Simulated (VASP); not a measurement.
# Cu (Fm-3m) in VASP: notebook

Cu is run at these levels: PBEsol; tasks: single point.

Everything below comes from runs of VASP 6.6.1. Logs are shortened: lines on timing, memory, paths and dates and some standing lists are left out, and cuts for length are marked.

## (1) The cell of the first run

The structure is cubic, space group Fm-3m (No. 225). The conventional cell has a = 3.656 Å, b = 3.656 Å, c = 3.656 Å, α = 90.00°, β = 90.00°, γ = 90.00°. Within 3.4 Å of Cu (site symmetry m-3m) lie 12 Cu at 2.59 Å.

## (2) Single point, PBEsol (12.22 Å³/atom)

Input file INCAR:

```
  ALGO = Normal
  EDIFF = 1E-6
  ENCUT = 520
  GGA = PS
  ISIF = 2
  ISMEAR = 0
  LASPH = True
  LCHARG = True
  LELF = True
  LREAL = False
  LVHAR = True
  LWAVE = False
  NBANDS = 12
  NELM = 80
  PREC = Accurate
  SIGMA = 0.15
```

Input file KPOINTS:

```
k-points
0
Gamma
  24 24 24
```

Input file POSCAR:

```
Cu
1.0
    0.0000000000      1.8279585465      1.8279585465
    1.8279585465      0.0000000000      1.8279585465
    1.8279585465      1.8279585465      0.0000000000
Cu
1
Direct
    0.0000000000      0.0000000000      0.0000000000
```

Potentials or basis: VASP PAW PBE potentials, release 64 (Cu).

On the command line:

```
$ cat potpaw_PBE.64/Cu/POTCAR > POTCAR
$ mpirun -np 1 vasp_std > vasp.out
```

OUTCAR:

```text
EDIFF = 1E-6
   ENCUT = 520
   GGA = PS
   ISIF = 2
   ISMEAR = 0
   LASPH = True
   LREAL = False
   NELM = 80
   PREC = Accurate

 ion  position               nearest neighbor table
   1  0.000  0.000  0.000-

  LATTYP: Found a face centered cubic cell.
 ALAT       =     3.6559170930

  Lattice vectors:

 A1 = (   0.0000000000,   1.8279585465,   1.8279585465)
 A2 = (   1.8279585465,   0.0000000000,   1.8279585465)
 A3 = (   1.8279585465,   1.8279585465,   0.0000000000)

Analysis of symmetry for initial positions (statically):
=====================================================================
 Subroutine PRICEL returns:
 Original cell was already a primitive cell.

 Routine SETGRP: Setting up the symmetry group for a
 face centered cubic supercell.

 Subroutine GETGRP returns: Found 48 space group operations
 (whereof 48 operations were pure point group operations)
 out of a pool of 48 trial point group operations.

The static configuration has the point symmetry O_h .

Analysis of symmetry for dynamics (positions and initial velocities):
=====================================================================
 Subroutine PRICEL returns:
 Original cell was already a primitive cell.

 Routine SETGRP: Setting up the symmetry group for a
 face centered cubic supercell.

 Subroutine GETGRP returns: Found 48 space group operations
 (whereof 48 operations were pure point group operations)
 out of a pool of 48 trial point group operations.

The dynamic configuration has the point symmetry O_h .

 Subroutine INISYM returns: Found 48 space group operations
 (whereof 48 operations are pure point group operations),
 and found     1 'primitive' translations

----------------------------------------------------------------------------------------

                                     Primitive cell

  volume of cell :      12.2160

  direct lattice vectors                    reciprocal lattice vectors
     0.000000000  1.827958546  1.827958546    -0.273529179  0.273529179  0.273529179
     1.827958546  0.000000000  1.827958546     0.273529179 -0.273529179  0.273529179
     1.827958546  1.827958546  0.000000000     0.273529179  0.273529179 -0.273529179

  length of vectors
     2.585123768  2.585123768  2.585123768     0.473766435  0.473766435  0.473766435

  position of ions in fractional coordinates (direct lattice)
     0.000000000  0.000000000  0.000000000

  ion indices of the primitive-cell ions
   primitive index   ion index
                 1           1

----------------------------------------------------------------------------------------

 KPOINTS: k-points

Automatic generation of k-mesh.
 Grid dimensions read from file:
 generate k-points for:   24   24   24

 Generating k-lattice:

  Cartesian coordinates                     Fractional coordinates (reciprocal lattice)
    -0.011397049  0.011397049  0.011397049     0.041666667  0.000000000  0.000000000
     0.011397049 -0.011397049  0.011397049     0.000000000  0.041666667  0.000000000
     0.011397049  0.011397049 -0.011397049     0.000000000  0.000000000  0.041666667

  Length of vectors
     0.019740268  0.019740268  0.019740268

  Shift w.r.t. Gamma in fractional coordinates (k-lattice)
     0.000000000  0.000000000  0.000000000

 Subroutine IBZKPT returns following result:
 ===========================================

 Found    413 irreducible k-points:

 Following reciprocal coordinates:
            Coordinates               Weight
  0.000000  0.000000  0.000000      1.000000
  0.041667  0.000000  0.000000      8.000000
  0.083333  0.000000  0.000000      8.000000
  0.125000  0.000000  0.000000      8.000000
  0.166667  0.000000  0.000000      8.000000
  0.208333  0.000000  0.000000      8.000000
[... 16 lines left out ...]
  0.416667  0.041667  0.000000     24.000000
  0.458333  0.041667  0.000000     24.000000
 [... further k-points ...]
   k-points           NKPTS =    413   k-points in BZ     NKDIM =    413   number of bands    NBANDS=     12
   number of dos      NEDOS =    301   number of ions     NIONS =      1
   total plane-waves  NPLWV =   8000
   dimension x,y,z NGX =    20 NGY =   20 NGZ =   20
   dimension x,y,z NGXF=    40 NGYF=   40 NGZF=   40
   ions per type =               1
   NGX,Y,Z   is equivalent  to a cutoff of  12.86, 12.86, 12.86 a.u.
   NGXF,Y,Z  is equivalent  to a cutoff of  25.72, 25.72, 25.72 a.u.
 SYSTEM =  unknown system
   PREC   = accura    normal or accurate (medium, high low for compatibility)
   ISTART =      0    job   : 0-new  1-cont  2-samecut
   ICHARG =      2    charge: 1-file 2-atom 10-const
   ISPIN  =      1    spin polarized calculation?
   LNONCOLLINEAR =      F non collinear calculations
   LSORBIT =      F    spin-orbit coupling
   LASPH  =      T    aspherical Exc in radial PAW
   ENCUT  =  520.0 eV  38.22 Ry    6.18 a.u.   4.81  4.81  4.81*2*pi/ulx,y,z
   NELM   =     80;   NELMIN=  2; NELMDL= -5     # of ELM steps
   EDIFF  = 0.1E-05   stopping-criterion for ELM
   LREAL  =      F    real-space projection
   EDIFFG = 0.1E-04   stopping-criterion for IOM
   NSW    =      0    number of steps for IOM
   IBRION =     -1    ionic relax: 0-MD 1-quasi-New 2-CG
   NFREE  =      0    steps in history (QN), initial steepest desc. (CG)
   ISIF   =      2    stress and relaxation
   ISYM   =      2    0-nonsym 1-usesym 2-fastsym
   POTIM  = 0.5000    time-step for ionic-motion
   TEBEG  =    0.0;   TEEND  =   0.0 temperature during run
   PSTRESS=    0.0 pullay stress
   NELECT =      11.0000    total number of electrons
   NUPDOWN=      -1.0000    fix difference up-down
   EMIN   =  10.00;   EMAX   =-10.00  energy-range for DOS
   EFERMI =   0.00;   METHOD = LEGACY
   ISMEAR =     0;   SIGMA  =   0.15  broadening in eV -4-tet -1-fermi 0-gaus
   EFERMI_NEDOS =   21; number of points for ismear=-14 and -15
   IALGO  =     38    algorithm
   IMIX   =      4    mixing-type and parameters
     AMIX     =   0.40;   BMIX     =  1.00
     AMIX_MAG =   1.60;   BMIX_MAG =  1.00
  volume/ion in A,a.u.               =      12.22        82.44
  Fermi-wavevector in a.u.,A,eV,Ry     =   1.580870  2.987410 34.002983  2.499149
  Thomas-Fermi vector in A             =   2.681032
   LORBIT       =      0    0 simple, 1 ext, 2 COOP (PROOUT), +10 PAW based schemes
   GGA     = PS    functional components
   LHFCALC =     F    Hartree Fock is set to
   AEXX    =    0.0000 exact exchange contribution
   IVDW    =     0    specifies the selected vdW correction
   LEPSILON=     F    determine dielectric tensor
   LRPA    =     F    only Hartree local field effects (RPA)
 non-spin polarized calculation
 Gauss-broadening in eV      SIGMA  =   0.15
  energy-cutoff  :      520.00
  volume of cell :       12.22
 maximum number of plane-waves:       342
   NGX =  9   NGY =  9   NGZ =  9

 number of electron      10.9999991 magnetization

 Free energy of the ion-electron system (eV)
  ---------------------------------------------------
  ext. energy  EPLUGINS =         0.00000000
  ---------------------------------------------------
  free energy    TOTEN  =        -4.28294021 eV

  energy without entropy =       -4.28023636  energy(sigma->0) =       -4.28158828

 E-fermi :   6.9896     XC(G=0): -12.7118

 val. band max:        6.9863062806   @ k =   0.5000   0.1667   0.0417
 cond. band min:       7.0249124543   @ k =   0.5000   0.2500   0.0833
 fundamental gap:      0.0386061738
 Fermi energy:         6.9896131123

 k-point     1 :       0.0000    0.0000    0.0000
  band No.  band energies     occupation
      1      -2.1430      2.00000
      2       4.0665      2.00000
      3       4.0665      2.00000
      4       4.0665      2.00000
      5       4.8561      2.00000
      6       4.8561      2.00000
      7      29.3018      0.00000
      8      31.6561      0.00000
      9      31.6561      0.00000
     10      31.6561      0.00000
     11      34.1127      0.00000
     12      34.1127      0.00000

 k-point     2 :       0.0417    0.0000    0.0000
  band No.  band energies     occupation
      1      -2.0812      2.00000
      2       4.0536      2.00000
      3       4.0782      2.00000
      4       4.0782      2.00000
      5       4.8514      2.00000
      6       4.8514      2.00000
      7      28.9595      0.00000
      8      30.7002      0.00000
      9      31.4345      0.00000
     10      31.4345      0.00000
     11      34.4251      0.00000
     12      34.4251      0.00000

 k-point     3 :       0.0833    0.0000    0.0000
  band No.  band energies     occupation
      1      -1.8967      2.00000
      2       4.0169      2.00000
      3       4.1106      2.00000
      4       4.1106      2.00000
      5       4.8397      2.00000
      6       4.8397      2.00000
      7      27.4668      0.00000
      8      30.0465      0.00000
      9      30.9659      0.00000
     10      30.9659      0.00000
     11      35.1552      0.00000
     12      35.1552      0.00000
[... 286 lines left out ...]
 k-point    23 :       0.4167    0.0417    0.0000
  band No.  band energies     occupation
      1       1.8778      2.00000
      2       4.0578      2.00000
      3       4.1029      2.00000
      4       4.6615      2.00000
      5       5.3360      2.00000
      6       5.4876      2.00000
      7      12.6794      0.00000
      8      27.5688      0.00000
      9      27.6404      0.00000
     10      28.7051      0.00000
     11      32.2733      0.00000
     12      33.0890      0.00000

 k-point    24 :       0.4583    0.0417    0.0000
  band No.  band energies     occupation
      1       2.0514      2.00000
      2       4.0303      2.00000
      3       4.0744      2.00000
      4       5.0134      2.00000
      5       5.3835      2.00000
      6       5.9022      2.00000
      7      11.3863      0.00000
      8      27.4577      0.00000
      9      27.7069      0.00000
     10      28.2950      0.00000
     11      32.2459      0.00000
     12      32.5527      0.00000

 [... further k-points ...]

------------------------ aborting loop because EDIFF is reached ----------------------------------------

  FORCE on cell =-STRESS in cart. coord.  units (eV):
  Direction    XX          YY          ZZ          XY          YZ          ZX
  --------------------------------------------------------------------------------------
  -------------------------------------------------------------------------------------
  Total       -0.7587997     -0.7587997     -0.7587997     -0.0000000      0.0000000      0.0000000
  in kB      -99.5196252    -99.5196252    -99.5196252     -0.0000000      0.0000000      0.0000000
  external PRESSURE =     -99.5196252 kB  Pullay stress =       0.0000000 kB

 VOLUME and BASIS-vectors are now :
 -----------------------------------------------------------------------------
  energy-cutoff  :      520.00
  volume of cell :       12.22
      direct lattice vectors                 reciprocal lattice vectors
     0.000000000  1.827958546  1.827958546    -0.273529179  0.273529179  0.273529179
     1.827958546  0.000000000  1.827958546     0.273529179 -0.273529179  0.273529179
     1.827958546  1.827958546  0.000000000     0.273529179  0.273529179 -0.273529179

 POSITION                                       TOTAL-FORCE (eV/Angst)
 -----------------------------------------------------------------------------------
      0.00000      0.00000      0.00000         0.000000      0.000000      0.000000
 -----------------------------------------------------------------------------------
    total drift:                               -0.000000     -0.000000     -0.000000

  FREE ENERGIE OF THE ION-ELECTRON SYSTEM (eV)
  ---------------------------------------------------
  free  energy   TOTEN  =        -4.2829402126 eV

  energy  without entropy=       -4.2802363565  energy(sigma->0) =       -4.28158828
```

It took 30 s on 1 thread of AMD EPYC 9R45 (Zen 5), shared host; peak memory 0.14 GiB.

What came out:

```
Free energy            : -4.2829 eV
Pressure               : -10.0 GPa
Band gap on the k mesh : zero (an odd number of electrons rules out a gap without spin polarisation)
```

Caveat: the cell stands under tension; the PAW data sets were made with another functional, which shifts forces and pressure a little.

## (3) Single point, PBEsol (13.12 Å³/atom)

This run uses another cell than the first one, of 13.12 Å³/atom.

Input file INCAR:

```
  PREC = Accurate
  ENCUT = 520
  EDIFF = 1E-7
  ISMEAR = 0
  SIGMA = 0.15
  LREAL = False
  LASPH = True
  NELM = 80
  ALGO = Normal
  ISIF = 2
  LWAVE = False
  LCHARG = False
  GGA = PS
  NBANDS = 12
```

Input file KPOINTS:

```
Automatic mesh
0
Gamma
  24 24 24
```

Input file POSCAR:

```
Cu
1.0
    0.0000000000      1.8719803246      1.8719803246
    1.8719803246      0.0000000000      1.8719803246
    1.8719803246      1.8719803246      0.0000000000
Cu
1
Direct
    0.0000000000      0.0000000000      0.0000000000
```

Potentials or basis: VASP PAW PBE potentials, release 64 (Cu).

On the command line:

```
$ cat potpaw_PBE.64/Cu/POTCAR > POTCAR
$ mpirun -np 1 vasp_std > vasp.out
```

Run time: 31 s. Hardware: 1 thread of AMD EPYC 9R45 (Zen 5), shared host; peak memory 0.14 GiB.

The run converged. Its results:

| Property | Result |
| --- | --- |
| Free energy | -4.2073 eV |
| Pressure | -16.5 GPa |
| Band gap on the k mesh | zero (an odd number of electrons rules out a gap without spin polarisation) |

Levels at points of the mesh, in eV from the Fermi level:
| k point | band 3 | band 4 | band 5 | band 6 | band 7 | band 8 | band 9 | band 10 |
| --- | --- | --- | --- | --- | --- | --- | --- | --- |
| (0.00, 0.00, 0.00) | -2.72 | -2.72 | -2.01 | -2.01 | 21.74 | 23.56 | 23.56 | 23.56 |
| (0.50, 0.00, 0.00) | -2.74 | -1.53 | -1.53 | -0.74 | 3.24 | 20.28 | 20.44 | 20.44 |
| (0.50, 0.50, 0.00) | -1.54 | -1.41 | -1.41 | 1.54 | 6.39 | 12.25 | 12.25 | 16.52 |

Caveat: the cell stands under tension; the PAW data sets were made with another functional, which shifts forces and pressure a little.

The gap in the log of VASP goes by the Fermi energy; the results here count the filled bands.